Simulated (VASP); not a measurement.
# Be (Im-3m) in VASP: a series of runs

The runs below take Be through single point, with PBE.

Everything below comes from runs of VASP 6.6.1. Logs are shortened: lines on timing, memory, paths and dates and some standing lists are left out, and cuts for length are marked.

## (1) The cell of the first run

It takes space group Im-3m (No. 229, cubic). Conventional cell: a = 2.464 Å, b = 2.464 Å, c = 2.464 Å, α = 90.00°, β = 90.00°, γ = 90.00°. Be (site symmetry m-3m) has 14 Be at 2.13 to 2.46 Å within 2.8 Å.

## (2) Single point, PBE

INCAR reads:

```
ALGO     = Normal         # electronic algorithm
EDIFF    = 1E-7           # SCF threshold, eV
ENCUT    = 520            # plane-wave cutoff, eV
GGA      = PE             # functional
ISIF     = 2              # what is computed and relaxed
ISMEAR   = -1             # smearing method
LASPH    = T              # aspherical terms in the spheres
LCHARG   = F              # write CHGCAR
LREAL    = F              # projectors in reciprocal space
LWAVE    = F              # write WAVECAR
NBANDS   = 7              # bands
NELM     = 100            # most SCF steps
PREC     = Accurate       # precision mode
SIGMA    = 0.1            # smearing width, eV
```

KPOINTS reads:

```
k-points
0
Gamma
  13 13 13
```

POSCAR reads:

```
Be
1.0
   -1.2318569131      1.2318569131      1.2318569131
    1.2318569131     -1.2318569131      1.2318569131
    1.2318569131      1.2318569131     -1.2318569131
Be
1
Direct
    0.0000000000      0.0000000000      0.0000000000
```

Potentials or basis: VASP PAW PBE potentials, release 64 (Be).

Started as:

```bash
cat potpaw_PBE.64/Be/POTCAR > POTCAR
mpirun -np 1 vasp_std > vasp.out
```

OUTCAR:

```text
EDIFF = 1E-7
   ENCUT = 520
   GGA = PE
   ISIF = 2
   ISMEAR = -1
   LASPH = T
   LREAL = F
   NELM = 100
   PREC = Accurate

 ion  position               nearest neighbor table
   1  0.000  0.000  0.000-

  LATTYP: Found a body centered cubic cell.
 ALAT       =     2.4637138262

  Lattice vectors:

 A1 = (  -1.2318569131,   1.2318569131,   1.2318569131)
 A2 = (   1.2318569131,  -1.2318569131,   1.2318569131)
 A3 = (   1.2318569131,   1.2318569131,  -1.2318569131)

Analysis of symmetry for initial positions (statically):
=====================================================================
 Subroutine PRICEL returns:
 Original cell was already a primitive cell.

 Routine SETGRP: Setting up the symmetry group for a
 body centered cubic supercell.

 Subroutine GETGRP returns: Found 48 space group operations
 (whereof 48 operations were pure point group operations)
 out of a pool of 48 trial point group operations.

The static configuration has the point symmetry O_h .

Analysis of symmetry for dynamics (positions and initial velocities):
=====================================================================
 Subroutine PRICEL returns:
 Original cell was already a primitive cell.

 Routine SETGRP: Setting up the symmetry group for a
 body centered cubic supercell.

 Subroutine GETGRP returns: Found 48 space group operations
 (whereof 48 operations were pure point group operations)
 out of a pool of 48 trial point group operations.

The dynamic configuration has the point symmetry O_h .

 Subroutine INISYM returns: Found 48 space group operations
 (whereof 48 operations are pure point group operations),
 and found     1 'primitive' translations

----------------------------------------------------------------------------------------

                                     Primitive cell

  volume of cell :       7.4772

  direct lattice vectors                    reciprocal lattice vectors
    -1.231856913  1.231856913  1.231856913     0.000000000  0.405891297  0.405891297
     1.231856913 -1.231856913  1.231856913     0.405891297  0.000000000  0.405891297
     1.231856913  1.231856913 -1.231856913     0.405891297  0.405891297  0.000000000

  length of vectors
     2.133638761  2.133638761  2.133638761     0.574016977  0.574016977  0.574016977

  position of ions in fractional coordinates (direct lattice)
     0.000000000  0.000000000  0.000000000

[... 68 lines left out ...]
   ICHARG =      2    charge: 1-file 2-atom 10-const
   ISPIN  =      1    spin polarized calculation?
   LNONCOLLINEAR =      F non collinear calculations
   LSORBIT =      F    spin-orbit coupling
   LASPH  =      T    aspherical Exc in radial PAW
   ENCUT  =  520.0 eV  38.22 Ry    6.18 a.u.   3.97  3.97  3.97*2*pi/ulx,y,z
   NELM   =    100;   NELMIN=  2; NELMDL= -5     # of ELM steps
   EDIFF  = 0.1E-06   stopping-criterion for ELM
   LREAL  =      F    real-space projection
   EDIFFG = 0.1E-05   stopping-criterion for IOM
   NSW    =      0    number of steps for IOM
   IBRION =     -1    ionic relax: 0-MD 1-quasi-New 2-CG
   NFREE  =      0    steps in history (QN), initial steepest desc. (CG)
   ISIF   =      2    stress and relaxation
   ISYM   =      2    0-nonsym 1-usesym 2-fastsym
   POTIM  = 0.5000    time-step for ionic-motion
   TEBEG  =    0.0;   TEEND  =   0.0 temperature during run
   PSTRESS=    0.0 pullay stress
   NELECT =       2.0000    total number of electrons
   NUPDOWN=      -1.0000    fix difference up-down
   EMIN   =  10.00;   EMAX   =-10.00  energy-range for DOS
   EFERMI =   0.00;   METHOD = LEGACY
   ISMEAR =    -1;   SIGMA  =   0.10  broadening in eV -4-tet -1-fermi 0-gaus
   EFERMI_NEDOS =   21; number of points for ismear=-14 and -15
   IALGO  =     38    algorithm
   IMIX   =      4    mixing-type and parameters
     AMIX     =   0.40;   BMIX     =  1.00
     AMIX_MAG =   1.60;   BMIX_MAG =  1.00
  volume/ion in A,a.u.               =       7.48        50.46
  Fermi-wavevector in a.u.,A,eV,Ry     =   1.054803  1.993288 15.137961  1.112609
  Thomas-Fermi vector in A             =   2.189977
   LORBIT       =      0    0 simple, 1 ext, 2 COOP (PROOUT), +10 PAW based schemes
   GGA     = PE    functional components
   LHFCALC =     F    Hartree Fock is set to
   AEXX    =    0.0000 exact exchange contribution
   IVDW    =     0    specifies the selected vdW correction
   LEPSILON=     F    determine dielectric tensor
   LRPA    =     F    only Hartree local field effects (RPA)
 non-spin polarized calculation
  energy-cutoff  :      520.00
  volume of cell :        7.48
 maximum number of plane-waves:       212
   NGX =  7   NGY =  7   NGZ =  7

 number of electron       2.0000000 magnetization

 Free energy of the ion-electron system (eV)
  ---------------------------------------------------
  ext. energy  EPLUGINS =         0.00000000
  ---------------------------------------------------
  free energy    TOTEN  =        -3.66530360 eV

  energy without entropy =       -3.66153785  energy(sigma->0) =       -3.66342073

 E-fermi :   8.3909     XC(G=0): -10.7969

 val. band max:        8.2668573971   @ k =   0.3077   0.3077   0.0000
 cond. band min:       8.6241846524   @ k =   0.3846   0.2308   0.0000
 fundamental gap:      0.3573272553
 Fermi energy:         8.3908795237

 k-point     1 :       0.0000    0.0000    0.0000
  band No.  band energies     occupation
      1      -4.1695      2.00000
      2      28.5486      0.00000
      3      28.5486      0.00000
      4      28.5486      0.00000
      5      40.1041      0.00000
      6      40.1041      0.00000
      7      40.1041      0.00000
[... 221 lines left out ...]
 k-point    24 :       0.2308    0.0769    0.0769
  band No.  band energies     occupation
      1      -0.3710      2.00000
      2      15.9280      0.00000
      3      21.4283      0.00000
      4      21.6106      0.00000
      5      35.3238      0.00000
      6      36.5872      0.00000
      7      43.4662      0.00000

 [... further k-points ...]
[... 5 lines left out ...]
  --------------------------------------------------------------------------------------
  -------------------------------------------------------------------------------------
  Total        0.2846595      0.2846595      0.2846595      0.0000000      0.0000000     -0.0000000
  in kB       60.9951823     60.9951823     60.9951823      0.0000000      0.0000000     -0.0000000
  external PRESSURE =      60.9951823 kB  Pullay stress =       0.0000000 kB

 VOLUME and BASIS-vectors are now :
 -----------------------------------------------------------------------------
  energy-cutoff  :      520.00
  volume of cell :        7.48
      direct lattice vectors                 reciprocal lattice vectors
    -1.231856913  1.231856913  1.231856913     0.000000000  0.405891297  0.405891297
     1.231856913 -1.231856913  1.231856913     0.405891297  0.000000000  0.405891297
     1.231856913  1.231856913 -1.231856913     0.405891297  0.405891297  0.000000000

 POSITION                                       TOTAL-FORCE (eV/Angst)
 -----------------------------------------------------------------------------------
      0.00000      0.00000      0.00000        -0.000000      0.000000     -0.000000
 -----------------------------------------------------------------------------------
    total drift:                                0.000000      0.000000      0.000000

  FREE ENERGIE OF THE ION-ELECTRON SYSTEM (eV)
  ---------------------------------------------------
  free  energy   TOTEN  =        -3.6653036028 eV

  energy  without entropy=       -3.6615378549  energy(sigma->0) =       -3.66342073
```

Wall time 2.8 s (1 thread of AMD EPYC 7R43 (Zen 3), shared host); peak memory 0.07 GiB.

Results:

```
Free energy            : -3.6653 eV
Pressure               : 6.1 GPa
Band gap on the k mesh : zero (band 1 reaches 11.29 eV, above the bottom of band 2 at 7.16 eV)
```

## (3) Single point, PBE

This run uses another cell than the first one, of 7.71 Å³/atom, 1.032 times its volume.

INCAR reads:

```
  PREC = Accurate
  ENCUT = 520
  EDIFF = 1E-6
  ISMEAR = -1
  SIGMA = 0.1
  LREAL = False
  LASPH = True
  NELM = 60
  ALGO = Normal
  ISIF = 2
  LWAVE = False
  LCHARG = False
  GGA = PE
  NBANDS = 7
```

KPOINTS reads:

```
Automatic mesh
0
Gamma
  13 13 13
```

POSCAR reads:

```
Be
1.0
   -1.2446896795      1.2446896795      1.2446896795
    1.2446896795     -1.2446896795      1.2446896795
    1.2446896795      1.2446896795     -1.2446896795
Be
1
Direct
    0.0000000000      0.0000000000      0.0000000000
```

Potentials or basis: VASP PAW PBE potentials, release 64 (Be).

Started as:

```bash
cat potpaw_PBE.64/Be/POTCAR > POTCAR
mpirun -np 1 vasp_std > vasp.out
```

It took 2.8 s on 1 thread of AMD EPYC 7R43 (Zen 3), shared host; peak memory 0.07 GiB.

Results (log left out):

| Quantity | Value |
| --- | --- |
| Free energy | -3.6711 eV |
| Pressure | 1.9 GPa |
| Band gap on the k mesh | zero (band 1 reaches 10.95 eV, above the bottom of band 2 at 6.92 eV) |

Levels at points of the mesh, in eV from the Fermi level:
| k point | band 1 | band 2 | band 3 | band 4 | band 5 |
| --- | --- | --- | --- | --- | --- |
| (0.00, 0.00, 0.00) | -12.37 | 19.65 | 19.65 | 19.65 | 31.09 |

(Part 1 of 3 ends here.)
